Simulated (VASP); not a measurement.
# ZnSe (F-43m) in VASP: further runs

ZnSe is run at these levels: PBEsol; tasks: elastic constants.

Program: VASP 6.6.1. These are calculated values, not measurements. Logs are shortened: lines on timing, memory, paths and dates and some standing lists are left out, and cuts for length are marked.

## (1) The cell of the first run

It takes space group F-43m (No. 216, cubic). The conventional cell has a = 5.533 Å, b = 5.533 Å, c = 5.533 Å, α = 90.00°, β = 90.00°, γ = 90.00°. Zn (site symmetry -43m) has 4 Se at 2.40 Å within 3.2 Å. Se (site symmetry -43m) has 4 Zn at 2.40 Å within 3.2 Å.

## (2) Elastic constants, PBEsol

INCAR reads:

```
SYSTEM = ZnSe
ALGO = Normal ; EDIFF = 1E-8
ENCUT = 600 ; GGA = PS
IBRION = 6 ; ISIF = 3
ISMEAR = 0 ; LASPH = .TRUE.
LCHARG = .TRUE. ; LREAL = .FALSE.
LWAVE = .FALSE. ; NBANDS = 16
NELM = 60 ; NFREE = 2
NSW = 1 ; POTIM = 0.015
PREC = Accurate ; SIGMA = 0.01
```

KPOINTS reads:

```
k-points
0
G
  8 8 8
  0 0 0
```

POSCAR reads:

```
ZnSe
1.0
    0.0000000000      2.7662892421      2.7662892421
    2.7662892421      0.0000000000      2.7662892421
    2.7662892421      2.7662892421      0.0000000000
Zn Se
1 1
Direct
    0.0000000000      0.0000000000      0.0000000000
    0.7500000000      0.7500000000      0.7500000000
```

Potentials or basis: VASP PAW PBE potentials, release 64 (Zn, Se).

Launch:

```
> cat potpaw_PBE.64/Zn/POTCAR potpaw_PBE.64/Se/POTCAR > POTCAR
> mpirun -np 1 vasp_std > vasp.out
```

OUTCAR:

```text
SYSTEM = ZnSe
   EDIFF = 1E-8
   ENCUT = 600
   GGA = PS
   IBRION = 6
   ISIF = 3
   ISMEAR = 0
   LASPH = .TRUE.
   LREAL = .FALSE.
   NELM = 60
   NFREE = 2
   NSW = 1
   POTIM = 0.015
   PREC = Accurate

 ion  position               nearest neighbor table
   1  0.000  0.000  0.000-   2 2.40   2 2.40   2 2.40   2 2.40
   2  0.750  0.750  0.750-   1 2.40   1 2.40   1 2.40   1 2.40

  LATTYP: Found a face centered cubic cell.
 ALAT       =     5.5325784842

  Lattice vectors:

 A1 = (   0.0000000000,   2.7662892421,   2.7662892421)
 A2 = (   2.7662892421,   0.0000000000,   2.7662892421)
 A3 = (   2.7662892421,   2.7662892421,   0.0000000000)

Analysis of symmetry for initial positions (statically):
=====================================================================
 Subroutine PRICEL returns:
 Original cell was already a primitive cell.

 Routine SETGRP: Setting up the symmetry group for a
 face centered cubic supercell.

 Subroutine GETGRP returns: Found 24 space group operations
 (whereof 24 operations were pure point group operations)
 out of a pool of 48 trial point group operations.

The static configuration has the point symmetry T_d .

Analysis of symmetry for dynamics (positions and initial velocities):
=====================================================================
 Subroutine PRICEL returns:
 Original cell was already a primitive cell.

 Routine SETGRP: Setting up the symmetry group for a
 face centered cubic supercell.

 Subroutine GETGRP returns: Found 24 space group operations
 (whereof 24 operations were pure point group operations)
 out of a pool of 48 trial point group operations.

The dynamic configuration has the point symmetry T_d .

 Subroutine INISYM returns: Found 24 space group operations
 (whereof 24 operations are pure point group operations),
 and found     1 'primitive' translations

----------------------------------------------------------------------------------------

                                     Primitive cell

  volume of cell :      42.3373

  direct lattice vectors                    reciprocal lattice vectors
     0.000000000  2.766289242  2.766289242    -0.180747549  0.180747549  0.180747549
     2.766289242  0.000000000  2.766289242     0.180747549 -0.180747549  0.180747549
     2.766289242  2.766289242  0.000000000     0.180747549  0.180747549 -0.180747549

  length of vectors
     3.912123764  3.912123764  3.912123764     0.313063938  0.313063938  0.313063938

  position of ions in fractional coordinates (direct lattice)
     0.000000000  0.000000000  0.000000000
     0.750000000  0.750000000  0.750000000

  ion indices of the primitive-cell ions
   primitive index   ion index
                 1           1
                 2           2

----------------------------------------------------------------------------------------

 KPOINTS: k-points

Automatic generation of k-mesh.
 Grid dimensions read from file:
 generate k-points for:    8    8    8

 Generating k-lattice:

[... 93 lines left out ...]
 non-spin polarized calculation
 Gauss-broadening in eV      SIGMA  =   0.01
  energy-cutoff  :      600.00
  volume of cell :       42.34
 maximum number of plane-waves:      1428
   NGX = 15   NGY = 15   NGZ = 15

--------------------------------------- Ionic step        1  -------------------------------------------

 number of electron      18.0000008 magnetization

 Free energy of the ion-electron system (eV)
  ---------------------------------------------------
  ext. energy  EPLUGINS =         0.00000000
  ---------------------------------------------------
  free energy    TOTEN  =        -6.74058709 eV

  energy without entropy =       -6.74058709  energy(sigma->0) =       -6.74058709

------------------------ aborting loop because EDIFF is reached ----------------------------------------

  FORCE on cell =-STRESS in cart. coord.  units (eV):
  Direction    XX          YY          ZZ          XY          YZ          ZX
  --------------------------------------------------------------------------------------
  -------------------------------------------------------------------------------------
  Total        1.1359900      1.1359900      1.1359900      0.0000000     -0.0000000     -0.0000000
  in kB       42.9894929     42.9894929     42.9894929      0.0000000     -0.0000000     -0.0000000
  external PRESSURE =      42.9894929 kB  Pullay stress =       0.0000000 kB
[... 89 lines left out ...]
  FREE ENERGIE OF THE ION-ELECTRON SYSTEM (eV)
  ---------------------------------------------------
  free  energy   TOTEN  =        -6.7203552924 eV

  energy  without entropy=       -6.7203552924  energy(sigma->0) =       -6.72035529

[... ionic steps 4 to 14 ...]

--------------------------------------- Ionic step       15  -------------------------------------------

 number of electron      18.0000003 magnetization

------------------------ aborting loop because EDIFF is reached ----------------------------------------
[... 67 lines left out ...]
--------------------------------------- Ionic step       17  -------------------------------------------

 number of electron      18.0000008 magnetization

 Free energy of the ion-electron system (eV)
  ---------------------------------------------------
  ext. energy  EPLUGINS =         0.00000000
  ---------------------------------------------------
  free energy    TOTEN  =        -6.73980085 eV

  energy without entropy =       -6.73980085  energy(sigma->0) =       -6.73980085

 E-fermi :   2.2032     XC(G=0):  -9.8590

 val. band max:        2.1526433817   @ k =   0.0000   0.0000   0.0000
 cond. band min:       3.6015255032   @ k =   0.0000   0.0000   0.0000
 fundamental gap:      1.4488821216
 Fermi energy:         2.2032208252

 k-point     1 :       0.0000    0.0000    0.0000
  band No.  band energies     occupation
      1     -11.6454      2.00000
      2      -4.7273      2.00000
      3      -4.7171      2.00000
      4      -4.7069      2.00000
      5      -4.2764      2.00000
      6      -4.2763      2.00000
[... 433 lines left out ...]
      3      -4.5617      2.00000
      4      -4.3245      2.00000
      5      -4.2686      2.00000
      6      -4.0292      2.00000
[... 8 lines left out ...]
     15      15.0123      0.00000
     16      15.9444      0.00000

 [... further k-points ...]
[... 5 lines left out ...]
  --------------------------------------------------------------------------------------
  -------------------------------------------------------------------------------------
  Total        1.1367925      1.1392006      1.1392006      0.0000000     -0.1193727      0.0000000
  in kB       43.0198619     43.1109937     43.1109937      0.0000000     -4.5174443      0.0000000
  external PRESSURE =      43.0806164 kB  Pullay stress =       0.0000000 kB
[... 17 lines left out ...]
  FREE ENERGIE OF THE ION-ELECTRON SYSTEM (eV)
  ---------------------------------------------------
  free  energy   TOTEN  =        -6.7398008509 eV

  energy  without entropy=       -6.7398008509  energy(sigma->0) =       -6.73980085

 INTERNAL STRAIN TENSORS FROM STRAINED CELLS
 ============================================

 INTERNAL STRAIN TENSOR FOR ION    1 for displacements in x,y,z  (eV/Angst):
          X           Y           Z          XY          YZ          ZX
  --------------------------------------------------------------------------------
  x    -0.00000     0.00000     0.00000    -0.00000    -7.96014     0.00000
  y    -0.00000     0.00000     0.00000    -0.00000     0.00000    -7.96017
  z    -0.00000     0.00000     0.00000    -7.96016     0.00000    -0.00000

 INTERNAL STRAIN TENSORS FROM DISPLACED ATOMS
 ============================================

 INTERNAL STRAIN TENSOR FOR ION    1 for displacements in x,y,z  (eV/Angst):
          X           Y           Z          XY          YZ          ZX
  --------------------------------------------------------------------------------
  x     0.00000     0.00000     0.00000     0.00000    -7.95646     0.00000
  y     0.00000     0.00000     0.00000     0.00000     0.00000    -7.95646
  z     0.00000     0.00000     0.00000    -7.95646     0.00000     0.00000

 INTERNAL STRAIN TENSOR FOR ION    2 for displacements in x,y,z  (eV/Angst):
          X           Y           Z          XY          YZ          ZX
  --------------------------------------------------------------------------------
  x     0.00000    -0.00000    -0.00000     0.00000     7.95861     0.00000
  y     0.00000    -0.00000     0.00000     0.00000     0.00000     7.95861
  z     0.00000     0.00000     0.00000     7.95861     0.00000     0.00000

 Eigenvectors and eigenvalues of the dynamical matrix
 ----------------------------------------------------

   1 f  =    6.913162 THz    43.436680 2PiTHz  230.598276 cm-1    28.590529 meV
             X         Y         Z           dx          dy          dz
      0.000000  0.000000  0.000000     0.000000    0.740013    0.000000
      4.149434  4.149434  4.149434     0.000000   -0.672592    0.000000
[... 21 lines left out ...]
   6 f/i=    0.004278 THz     0.026877 2PiTHz    0.142685 cm-1     0.017691 meV
             X         Y         Z           dx          dy          dz
      0.000000  0.000000  0.000000     0.000000    0.000000   -0.672592
      4.149434  4.149434  4.149434     0.000000    0.000000   -0.740013

--------------------------------------------------------------------------------------------------------

 ELASTIC MODULI CONTR FROM IONIC RELAXATION (kBar)
 Direction    XX          YY          ZZ          XY          YZ          ZX
 --------------------------------------------------------------------------------
 XX          -0.0000      0.0000     -0.0000      0.0000     -0.0000     -0.0000
 YY           0.0000     -0.0000      0.0000     -0.0000      0.0000      0.0000
 ZZ          -0.0000      0.0000     -0.0000      0.0000      0.0000     -0.0000
 XY           0.0000     -0.0000      0.0000   -342.6430      0.0000      0.0000
 YZ          -0.0000      0.0000      0.0000      0.0000   -342.6430      0.0000
 ZX          -0.0000      0.0000     -0.0000      0.0000      0.0000   -342.6430
 --------------------------------------------------------------------------------

 TOTAL ELASTIC MODULI (kBar)
 Direction    XX          YY          ZZ          XY          YZ          ZX
 --------------------------------------------------------------------------------
 XX        1023.1596    687.9505    687.9505      0.0000     -0.0000      0.0000
 YY         687.9505   1023.1596    687.9505     -0.0000      0.0000      0.0000
 ZZ         687.9505    687.9505   1023.1596     -0.0000      0.0000     -0.0000
 XY           0.0000     -0.0000     -0.0000    401.6320      0.0000      0.0000
 YZ          -0.0000      0.0000      0.0000      0.0000    401.6320      0.0000
 ZX           0.0000      0.0000     -0.0000      0.0000      0.0000    401.6320
 --------------------------------------------------------------------------------
```

It took 24 min on 1 thread of AMD EPYC 7R13, shared host; peak memory 0.35 GiB.

What came out:

* Elastic constants C11, C12, C44: 102, 69, 40 GPa
* Voigt bulk modulus: 80 GPa
* Highest phonon frequency at Γ, LO-TO splitting left out: 231 cm⁻¹

Phonon frequencies in cm⁻¹ (negative: imaginary):
| q point | frequencies |
| --- | --- |
| (0.000, 0.000, 0.000) | 0 0 0 231 231 231 |

Elastic tensor in Voigt notation (GPa, in the Cartesian axes of the cell as first typed):
```
102  69  69   0   0   0
 69 102  69   0   0   0
 69  69 102   0   0   0
  0   0   0  40   0   0
  0   0   0   0  40   0
  0   0   0   0   0  40
```

Clamped-ion elastic tensor (GPa):
```
102  69  69   0   0   0
 69 102  69   0   0   0
 69  69 102   0   0   0
  0   0   0  74   0   0
  0   0   0   0  74   0
  0   0   0   0   0  74
```

Caveat: the cell is under stress, which shifts elastic constants; the PAW data sets were made with another functional, which shifts forces and pressure a little.

## (3) Elastic constants, PBEsol

This run uses another cell than the first one, of 21.71 Å³/atom.

INCAR reads:

```
PREC = Accurate
ENCUT = 600
EDIFF = 1E-8
ISMEAR = 0
SIGMA = 0.01
LREAL = F
LASPH = T
NELM = 100
ALGO = Normal
ISIF = 3
LWAVE = F
LCHARG = T
GGA = PS
NBANDS = 16
IBRION = 6
NFREE = 2
POTIM = 0.015
NSW = 1
```

KPOINTS reads:

```
Automatic mesh
0
Gamma
  8 8 8
```

POSCAR reads:

```
ZnSe
1.0
    0.0000000000      2.7896089410      2.7896089410
    2.7896089410      0.0000000000      2.7896089410
    2.7896089410      2.7896089410      0.0000000000
Zn Se
1 1
Direct
    0.0000000000      0.0000000000      0.0000000000
    0.7500000000      0.7500000000      0.7500000000
```

Potentials or basis: VASP PAW PBE potentials, release 64 (Zn, Se).

Launch:

```
> cat potpaw_PBE.64/Zn/POTCAR potpaw_PBE.64/Se/POTCAR > POTCAR
> mpirun -np 1 vasp_std > vasp.out
```

Wall time 22 min (1 thread of AMD EPYC 7R13, shared host); peak memory 0.36 GiB.

It converged, with:

* Elastic constants C11, C12, C44: 96, 61, 40 GPa
* Voigt bulk modulus: 73 GPa
* Highest phonon frequency at Γ, LO-TO splitting left out: 221 cm⁻¹

Phonon frequencies in cm⁻¹ (negative: imaginary):
```
              q point        frequencies
(0.000, 0.000, 0.000)  0 0 0 221 221 221
```

Elastic tensor in Voigt notation (GPa, in the Cartesian axes of the cell as first typed):
```
96 61 61  0  0  0
61 96 61  0  0  0
61 61 96  0  0  0
 0  0  0 40  0  0
 0  0  0  0 40  0
 0  0  0  0  0 40
```

Clamped-ion elastic tensor (GPa):
```
96 61 61  0  0  0
61 96 61  0  0  0
61 61 96  0  0  0
 0  0  0 68  0  0
 0  0  0  0 68  0
 0  0  0  0  0 68
```

Caveat: the cell is under stress, which shifts elastic constants; the PAW data sets were made with another functional, which shifts forces and pressure a little.

## (4) Elastic constants, PBEsol

This run uses another cell than the first one, of 22.02 Å³/atom.

INCAR reads:

```
SYSTEM = ZnSe
ALGO = Normal ; EDIFF = 1E-8
ENCUT = 600 ; GGA = PS
IBRION = 6 ; ISIF = 3
ISMEAR = 0 ; LASPH = .TRUE.
LCHARG = .FALSE. ; LREAL = .FALSE.
LWAVE = .FALSE. ; NELM = 100
NFREE = 2 ; NSW = 1
POTIM = 0.015 ; PREC = Accurate
SIGMA = 0.01
```

KPOINTS reads:

```
k-points
0
G
  8 8 8
  0 0 0
```

POSCAR reads:

```
ZnSe
1.0
    0.0000000000      2.8027645003      2.8027645003
    2.8027645003      0.0000000000      2.8027645003
    2.8027645003      2.8027645003      0.0000000000
Zn Se
1 1
Direct
    0.0000000000      0.0000000000      0.0000000000
    0.7500000000      0.7500000000      0.7500000000
```

Launch:

```
> cat potpaw_PBE.64/Zn/POTCAR potpaw_PBE.64/Se/POTCAR > POTCAR
> mpirun -np 1 vasp_std > vasp.out
```

Run time: 19 min. Hardware: 1 thread of AMD EPYC 7R13, shared host; peak memory 0.34 GiB.

Results (log left out):

```yaml
Elastic_constants_C11_C12_C44: 93, 58, 40 GPa
Voigt_bulk_modulus: 69 GPa
Highest_phonon_frequency_at_Γ_LO-TO_splitting_left_out: 215 cm⁻¹
```

Phonon frequencies in cm⁻¹ (negative: imaginary):
| q point | frequencies |
| --- | --- |
| (0.000, 0.000, 0.000) | 0 0 0 215 215 215 |

Elastic tensor in Voigt notation (GPa, in the Cartesian axes of the cell as first typed):
```
93 58 58  0  0  0
58 93 58  0  0  0
58 58 93  0  0  0
 0  0  0 40  0  0
 0  0  0  0 40  0
 0  0  0  0  0 40
```

Clamped-ion elastic tensor (GPa):
```
93 58 58  0  0  0
58 93 58  0  0  0
58 58 93  0  0  0
 0  0  0 64  0  0
 0  0  0  0 64  0
 0  0  0  0  0 64
```

Caveat: the cell is under stress, which shifts elastic constants; the PAW data sets were made with another functional, which shifts forces and pressure a little.
